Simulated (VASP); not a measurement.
# CdS (Fm-3m) in VASP: notebook

Aim: see how the results for CdS move with the level of theory and the settings. Levels: HF, PBE. Tasks: single point.

All numbers are computed with VASP 6.6.1; they aren't measurements. Logs are shortened: lines on timing, memory, paths and dates and some standing lists are left out, and cuts for length are marked.

**1. The cell of the first run**

The structure is cubic, space group Fm-3m (No. 225). The conventional cell has a = 5.454 Å, b = 5.454 Å, c = 5.454 Å, α = 90.00°, β = 90.00°, γ = 90.00°. Cd (site symmetry m-3m) has 6 S at 2.73 Å within 3.6 Å. Within 3.6 Å of S (site symmetry m-3m) lie 6 Cd at 2.73 Å.

**2. Single point, HF**

Contents of POSCAR:

```
CdS
1.0
    0.0000000000      2.7267765870      2.7267765870
    2.7267765870      0.0000000000      2.7267765870
    2.7267765870      2.7267765870      0.0000000000
Cd S
1 1
Direct
    0.0000000000      0.0000000000      0.0000000000
    0.5000000000      0.5000000000      0.5000000000
```

Contents of INCAR.step1:

```
  PREC = Accurate
  ENCUT = 520
  EDIFF = 1E-5
  ISMEAR = 0
  SIGMA = 0.01
  LREAL = False
  LASPH = True
  NELM = 100
  ALGO = Normal
  ISIF = 2
  LWAVE = True
  GGA = PE
  NBANDS = 16
```

Contents of INCAR.step2:

```
  PREC = Accurate
  ENCUT = 520
  EDIFF = 1E-6
  ISMEAR = 0
  SIGMA = 0.01
  LREAL = False
  LASPH = True
  NELM = 100
  ALGO = Normal
  ISIF = 2
  LWAVE = False
  LCHARG = True
  GGA = PE
  LHFCALC = True
  AEXX = 1.0
  ALDAC = 0.0
  AGGAC = 0.0
  PRECFOCK = Normal
  LELF = True
  LVHAR = True
  ISTART = 1
  NBANDS = 16
```

Contents of KPOINTS:

```
Automatic mesh
0
Gamma
  6 6 6
```

Potentials or basis: VASP PAW PBE potentials, release 64 (Cd, S).

Started as:

```console
> cat potpaw_PBE.64/Cd/POTCAR potpaw_PBE.64/S/POTCAR > POTCAR
> cp INCAR.step1 INCAR
> mpirun -np 1 vasp_std > vasp.out
> cp INCAR.step2 INCAR
> mpirun -np 1 vasp_std > vasp.out
```

OUTCAR:

```text
PREC = Accurate
   ENCUT = 520
   EDIFF = 1E-6
   ISMEAR = 0
   LREAL = False
   LASPH = True
   NELM = 100
   ISIF = 2
   GGA = PE
   LHFCALC = True
   AEXX = 1.0
   PRECFOCK = Normal
   ISTART = 1

 ion  position               nearest neighbor table
   1  0.000  0.000  0.000-   2 2.73   2 2.73   2 2.73   2 2.73   2 2.73   2 2.73
   2  0.500  0.500  0.500-   1 2.73   1 2.73   1 2.73   1 2.73   1 2.73   1 2.73

  LATTYP: Found a face centered cubic cell.
 ALAT       =     5.4535531740

  Lattice vectors:

 A1 = (   0.0000000000,   2.7267765870,   2.7267765870)
 A2 = (   2.7267765870,   0.0000000000,   2.7267765870)
 A3 = (   2.7267765870,   2.7267765870,   0.0000000000)

Analysis of symmetry for initial positions (statically):
=====================================================================
 Subroutine PRICEL returns:
 Original cell was already a primitive cell.

 Routine SETGRP: Setting up the symmetry group for a
 face centered cubic supercell.

 Subroutine GETGRP returns: Found 48 space group operations
 (whereof 48 operations were pure point group operations)
 out of a pool of 48 trial point group operations.

The static configuration has the point symmetry O_h .

Analysis of symmetry for dynamics (positions and initial velocities):
=====================================================================
 Subroutine PRICEL returns:
 Original cell was already a primitive cell.

 Routine SETGRP: Setting up the symmetry group for a
 face centered cubic supercell.

 Subroutine GETGRP returns: Found 48 space group operations
 (whereof 48 operations were pure point group operations)
 out of a pool of 48 trial point group operations.

The dynamic configuration has the point symmetry O_h .

 Subroutine INISYM returns: Found 48 space group operations
 (whereof 48 operations are pure point group operations),
 and found     1 'primitive' translations

----------------------------------------------------------------------------------------

                                     Primitive cell

  volume of cell :      40.5489

  direct lattice vectors                    reciprocal lattice vectors
     0.000000000  2.726776587  2.726776587    -0.183366691  0.183366691  0.183366691
     2.726776587  0.000000000  2.726776587     0.183366691 -0.183366691  0.183366691
     2.726776587  2.726776587  0.000000000     0.183366691  0.183366691 -0.183366691

  length of vectors
     3.856244431  3.856244431  3.856244431     0.317600425  0.317600425  0.317600425

  position of ions in fractional coordinates (direct lattice)
     0.000000000  0.000000000  0.000000000
     0.500000000  0.500000000  0.500000000

  ion indices of the primitive-cell ions
   primitive index   ion index
                 1           1
                 2           2

----------------------------------------------------------------------------------------

 KPOINTS: Automatic mesh

Automatic generation of k-mesh.
 Grid dimensions read from file:
 generate k-points for:    6    6    6

 Generating k-lattice:

  Cartesian coordinates                     Fractional coordinates (reciprocal lattice)
    -0.030561115  0.030561115  0.030561115     0.166666667  0.000000000  0.000000000
     0.030561115 -0.030561115  0.030561115     0.000000000  0.166666667  0.000000000
     0.030561115  0.030561115 -0.030561115     0.000000000  0.000000000  0.166666667

  Length of vectors
     0.052933404  0.052933404  0.052933404

  Shift w.r.t. Gamma in fractional coordinates (k-lattice)
     0.000000000  0.000000000  0.000000000

 Subroutine IBZKPT returns following result:
 ===========================================

 Found     16 irreducible k-points:

 Following reciprocal coordinates:
            Coordinates               Weight
  0.000000  0.000000  0.000000      1.000000
  0.166667  0.000000  0.000000      8.000000
  0.333333  0.000000  0.000000      8.000000
  0.500000  0.000000  0.000000      4.000000
  0.166667  0.166667  0.000000      6.000000
  0.333333  0.166667  0.000000     24.000000
[... 8 lines left out ...]
 -0.333333  0.333333  0.166667     24.000000
 -0.333333  0.500000  0.166667     12.000000
   k-points           NKPTS =     16   k-points in BZ     NKDIM =    216   number of bands    NBANDS=     16
   number of dos      NEDOS =    301   number of ions     NIONS =      2
   total plane-waves  NPLWV =  27000
   dimension x,y,z NGX =    30 NGY =   30 NGZ =   30
   dimension x,y,z NGXF=    60 NGYF=   60 NGZF=   60
   ions per type =               1   1
   NGX,Y,Z   is equivalent  to a cutoff of  12.93, 12.93, 12.93 a.u.
   NGXF,Y,Z  is equivalent  to a cutoff of  25.87, 25.87, 25.87 a.u.
 SYSTEM =  unknown system
   PREC   = accura    normal or accurate (medium, high low for compatibility)
   ISTART =      1    job   : 0-new  1-cont  2-samecut
   ICHARG =      0    charge: 1-file 2-atom 10-const
   ISPIN  =      1    spin polarized calculation?
   LNONCOLLINEAR =      F non collinear calculations
   LSORBIT =      F    spin-orbit coupling
   LASPH  =      T    aspherical Exc in radial PAW
   ENCUT  =  520.0 eV  38.22 Ry    6.18 a.u.   7.17  7.17  7.17*2*pi/ulx,y,z
   NELM   =    100;   NELMIN=  2; NELMDL=  0     # of ELM steps
   EDIFF  = 0.1E-05   stopping-criterion for ELM
   LREAL  =      F    real-space projection
   EDIFFG = 0.1E-04   stopping-criterion for IOM
   NSW    =      0    number of steps for IOM
   IBRION =     -1    ionic relax: 0-MD 1-quasi-New 2-CG
   NFREE  =      0    steps in history (QN), initial steepest desc. (CG)
   ISIF   =      2    stress and relaxation
   ISYM   =      3    0-nonsym 1-usesym 2-fastsym
   POTIM  = 0.5000    time-step for ionic-motion
   TEBEG  =    0.0;   TEEND  =   0.0 temperature during run
   PSTRESS=    0.0 pullay stress
   NELECT =      18.0000    total number of electrons
   NUPDOWN=      -1.0000    fix difference up-down
   EMIN   =  10.00;   EMAX   =-10.00  energy-range for DOS
   EFERMI =   0.00;   METHOD = LEGACY
   ISMEAR =     0;   SIGMA  =   0.01  broadening in eV -4-tet -1-fermi 0-gaus
   EFERMI_NEDOS =   21; number of points for ismear=-14 and -15
   IALGO  =     38    algorithm
   IMIX   =      1    mixing-type and parameters
     AMIX     =   0.40;   BMIX     =  1.00
     AMIX_MAG =   1.60;   BMIX_MAG =  1.00
  volume/ion in A,a.u.               =      20.27       136.82
  Fermi-wavevector in a.u.,A,eV,Ry     =   1.248838  2.359962 21.219597  1.559596
  Thomas-Fermi vector in A             =   2.382906
   LORBIT       =      0    0 simple, 1 ext, 2 COOP (PROOUT), +10 PAW based schemes
   GGA     = PE    functional components
   LHFCALC =     T    Hartree Fock is set to
   PRECFOCK=normal    Normal, Fast or Accurate (Low or Medium for compatibility)
   ENCUT4O =  -1.0   cutoff for four orbital integrals eV
   NKREDX  =     1    reduce k-point grid by
   NKREDY  =     1    reduce k-point grid by
   NKREDZ  =     1    reduce k-point grid by
   AEXX    =    1.0000 exact exchange contribution
   HFSCREEN=    0.0000 screening length (either q_TF or 0.3 A-1)
   HFSCREENC=   0.0000 screening length for correlation (either q_TF or 0.3 A-1)
   ENCUTFOCK=  -1.0 apply spherical cutoff to Coloumb kernel
   IVDW    =     0    specifies the selected vdW correction
   LEPSILON=     F    determine dielectric tensor
   LRPA    =     F    only Hartree local field effects (RPA)
 non-spin polarized calculation
 Gauss-broadening in eV      SIGMA  =   0.01
  energy-cutoff  :      520.00
  volume of cell :       40.55
 maximum number of plane-waves:      1113
 NGX is ok and might be reduce to    30
  NGX = 24; NGY = 24; NGZ = 24

 number of electron      18.0000003 magnetization

 Free energy of the ion-electron system (eV)
  ---------------------------------------------------
  ext. energy  EPLUGINS =         0.00000000
  ---------------------------------------------------
  free energy    TOTEN  =       -12.27761685 eV

  energy without entropy =      -12.27761685  energy(sigma->0) =      -12.27761685

 E-fermi :   0.2155     XC(G=0):   0.0000

 val. band max:        0.1060326179   @ k =   0.5000   0.0000   0.0000
 cond. band min:       7.8734895110   @ k =   0.5000   0.5000   0.0000
 fundamental gap:      7.7674568931
 Fermi energy:         0.2155425957

 k-point     1 :       0.0000    0.0000    0.0000
  band No.  band energies     occupation
      1     -17.6564      2.00000
      2     -12.2801      2.00000
      3     -12.2801      2.00000
      4     -12.1554      2.00000
      5     -12.1554      2.00000
      6     -12.1554      2.00000
[... 8 lines left out ...]
     15      21.1618      0.00000
     16      21.1618      0.00000

 k-point     2 :       0.1667    0.0000    0.0000
  band No.  band energies     occupation
      1     -17.3396      2.00000
      2     -12.3530      2.00000
      3     -12.3530      2.00000
      4     -12.1766      2.00000
      5     -12.1165      2.00000
      6     -12.1165      2.00000
[... 8 lines left out ...]
     15      19.0229      0.00000
     16      20.0968      0.00000

 k-point     3 :       0.3333    0.0000    0.0000
  band No.  band energies     occupation
      1     -16.5915      2.00000
      2     -12.5072      2.00000
      3     -12.5072      2.00000
      4     -12.2493      2.00000
      5     -12.0240      2.00000
      6     -12.0240      2.00000
[... 8 lines left out ...]
     15      20.5982      0.00000
     16      20.5982      0.00000

 k-point     4 :       0.5000    0.0000    0.0000
  band No.  band energies     occupation
      1     -16.1288      2.00000
      2     -12.5830      2.00000
      3     -12.5830      2.00000
      4     -12.3178      2.00000
      5     -11.9759      2.00000
      6     -11.9759      2.00000
[... 8 lines left out ...]
     15      22.3967      0.00000
     16      22.3967      0.00000

 k-point     5 :       0.1667    0.1667    0.0000
  band No.  band energies     occupation
      1     -17.2698      2.00000
      2     -12.4017      2.00000
      3     -12.2567      2.00000
      4     -12.1896      2.00000
      5     -12.1067      2.00000
      6     -12.1067      2.00000
[... 8 lines left out ...]
     15      21.6792      0.00000
     16      23.0603      0.00000

 k-point     6 :       0.3333    0.1667    0.0000
  band No.  band energies     occupation
      1     -16.7671      2.00000
      2     -12.3761      2.00000
      3     -12.3384      2.00000
      4     -12.2170      2.00000
      5     -12.0397      2.00000
      6     -12.0166      2.00000
[... 8 lines left out ...]
     15      21.9940      0.00000
     16      22.4758      0.00000
[... 115 lines left out ...]
 k-point    13 :       0.5000    0.5000    0.0000
  band No.  band energies     occupation
      1     -16.6300      2.00000
      2     -12.2926      2.00000
      3     -12.1854      2.00000
      4     -11.9050      2.00000
      5     -11.9050      2.00000
      6     -10.8737      2.00000
[... 8 lines left out ...]
     15      24.2349      0.00000
     16      24.3581      0.00000

 k-point    14 :       0.5000    0.3333    0.1667
  band No.  band energies     occupation
      1     -16.4794      2.00000
      2     -12.4064      2.00000
      3     -12.2063      2.00000
      4     -12.1519      2.00000
      5     -11.9799      2.00000
      6     -11.8011      2.00000
[... 8 lines left out ...]
     15      23.6321      0.00000
     16      25.0558      0.00000

 k-point    15 :      -0.3333    0.3333    0.1667
  band No.  band energies     occupation
      1     -16.3410      2.00000
      2     -12.4603      2.00000
      3     -12.1674      2.00000
      4     -12.1368      2.00000
      5     -11.9388      2.00000
      6     -11.5190      2.00000
[... 8 lines left out ...]
     15      22.5241      0.00000
     16      24.4914      0.00000

 k-point    16 :      -0.3333    0.5000    0.1667
  band No.  band energies     occupation
      1     -16.4623      2.00000
      2     -12.3519      2.00000
      3     -12.2220      2.00000
      4     -12.0326      2.00000
      5     -11.9050      2.00000
      6     -11.0889      2.00000
[... 8 lines left out ...]
     15      23.5020      0.00000
     16      24.3434      0.00000

------------------------ aborting loop because EDIFF is reached ----------------------------------------

  FORCE on cell =-STRESS in cart. coord.  units (eV):
  Direction    XX          YY          ZZ          XY          YZ          ZX
  --------------------------------------------------------------------------------------
  -------------------------------------------------------------------------------------
  Total        1.9179961      1.9179961      1.9179961      0.0000000      0.0000000      0.0000000
  in kB       75.7843706     75.7843706     75.7843706      0.0000000      0.0000000      0.0000000
  external PRESSURE =      75.7843706 kB  Pullay stress =       0.0000000 kB

 VOLUME and BASIS-vectors are now :
 -----------------------------------------------------------------------------
  energy-cutoff  :      520.00
  volume of cell :       40.55
      direct lattice vectors                 reciprocal lattice vectors
     0.000000000  2.726776587  2.726776587    -0.183366691  0.183366691  0.183366691
     2.726776587  0.000000000  2.726776587     0.183366691 -0.183366691  0.183366691
     2.726776587  2.726776587  0.000000000     0.183366691  0.183366691 -0.183366691

 POSITION                                       TOTAL-FORCE (eV/Angst)
 -----------------------------------------------------------------------------------
      0.00000      0.00000      0.00000        -0.000000      0.000000     -0.000000
      2.72678      2.72678      2.72678         0.000000     -0.000000      0.000000
 -----------------------------------------------------------------------------------
    total drift:                               -0.000000     -0.000000      0.000000

  FREE ENERGIE OF THE ION-ELECTRON SYSTEM (eV)
  ---------------------------------------------------
  free  energy   TOTEN  =       -12.2776168494 eV

  energy  without entropy=      -12.2776168494  energy(sigma->0) =      -12.27761685
```

Wall time 1.7 h (1 thread of Intel Xeon 8259CL, shared host); peak memory 0.19 GiB.

Results:

- Free energy: -12.2776 eV
- Pressure: 7.6 GPa
- Band gap on the k mesh: 7.77 eV (least direct gap 9.51 eV)

Caveat: the cell stands under pressure; the structure was generated, so it needn't be the stable form of CdS; the PAW data sets were made with another functional, which shifts forces and pressure a little.

**3. Single point, PBE, non-collinear spin, zero start, spin-orbit coupling**

Contents of INCAR:

```
SYSTEM = CdS
  PREC = Accurate
  ENCUT = 630
  EDIFF = 1E-6
  ISMEAR = -1
  SIGMA = 0.02
  LREAL = .False.
  LASPH = .True.
  NELM = 200
  ALGO = Normal
  ISIF = 2
  LWAVE = .False.
  LCHARG = .False.
  MAGMOM = 0 0 0 0 0 0
  LORBIT = 11
  LSORBIT = .True.
  GGA_COMPAT = .False.
  LORBMOM = .True.
  GGA = PE
  NBANDS = 38
```

Contents of KPOINTS:

```
Automatic mesh
0
Gamma
  8 8 8
  0 0 0
```

POSCAR is that of step 2.

Potentials or basis: VASP PAW PBE potentials, release 64 (Cd_sv_GW, S).

Started as:

```console
> cat potpaw_PBE.64/Cd_sv_GW/POTCAR potpaw_PBE.64/S/POTCAR > POTCAR
> mpirun -np 1 vasp_ncl > vasp.out
```

OUTCAR:

```text
SYSTEM = CdS
   PREC = Accurate
   ENCUT = 630
   EDIFF = 1E-6
   ISMEAR = -1
   LREAL = .False.
   LASPH = .True.
   NELM = 200
   ISIF = 2
   LORBIT = 11
   LSORBIT = .True.
   GGA = PE

 ion  position               nearest neighbor table
   1  0.000  0.000  0.000-   2 2.73   2 2.73   2 2.73   2 2.73   2 2.73   2 2.73
   2  0.500  0.500  0.500-   1 2.73   1 2.73   1 2.73   1 2.73   1 2.73   1 2.73

[... 1283 lines left out ...]
     0.0000000     0.0000000     0.0000000     0.0000000     0.0000000
 l=   3
     0.0000000     0.0000000     0.0000000     0.0000000     0.0000000     0.0000000     0.0000000
     0.0000000     0.0000000     0.0000000     0.0000000     0.0000000     0.0000000     0.0000000
     0.0000000     0.0000000     0.0000000     0.0000000     0.0000000     0.0000000     0.0000000
     0.0000000     0.0000000     0.0000000     0.0000000     0.0000000     0.0000000     0.0000000
     0.0000000     0.0000000     0.0000000     0.0000000     0.0000000     0.0000000     0.0000000
     0.0000000     0.0000000     0.0000000     0.0000000     0.0000000     0.0000000     0.0000000
     0.0000000     0.0000000     0.0000000     0.0000000     0.0000000     0.0000000     0.0000000

 total charge

# of ion       s       p       d       f       tot
--------------------------------------------------
    1        2.237   6.158   9.211   0.007  17.613
    2        1.339   2.377   0.000   0.000   3.716
--------------------------------------------------
tot          3.576   8.535   9.211   0.007  21.329

 magnetization (x)

# of ion       s       p       d       f       tot
--------------------------------------------------
    1       -0.000  -0.000   0.000  -0.000  -0.000
    2       -0.000   0.000   0.000   0.000  -0.000
--------------------------------------------------
tot         -0.000  -0.000   0.000  -0.000  -0.000

 magnetization (y)

# of ion       s       p       d       f       tot
--------------------------------------------------
    1        0.000  -0.000   0.000  -0.000   0.000
    2       -0.000   0.000   0.000   0.000  -0.000
--------------------------------------------------
tot         -0.000  -0.000   0.000  -0.000  -0.000

 magnetization (z)

# of ion       s       p       d       f       tot
--------------------------------------------------
    1       -0.000   0.000   0.000   0.000  -0.000
    2        0.000   0.000   0.000   0.000   0.000
--------------------------------------------------
tot         -0.000   0.000   0.000   0.000  -0.000
```

Run time: 84 s. Hardware: 1 thread of Intel Xeon Platinum 8488C (Sapphire Rapids), shared host; peak memory 0.36 GiB.

What came out:

```yaml
Free_energy: -6.3396 eV
Pressure: 1.5 GPa
Net_moment: 0.00 μB per cell
Valence_electrons_inside_the_program's_atomic_spheres: Cd 17.61; S 3.72
```

Moments on the atoms (μB; x, y, z):
```
Cd  0.00 0.00 0.00
S   0.00 0.00 0.00
```

Caveat: the structure was generated, so it needn't be the stable form of CdS.
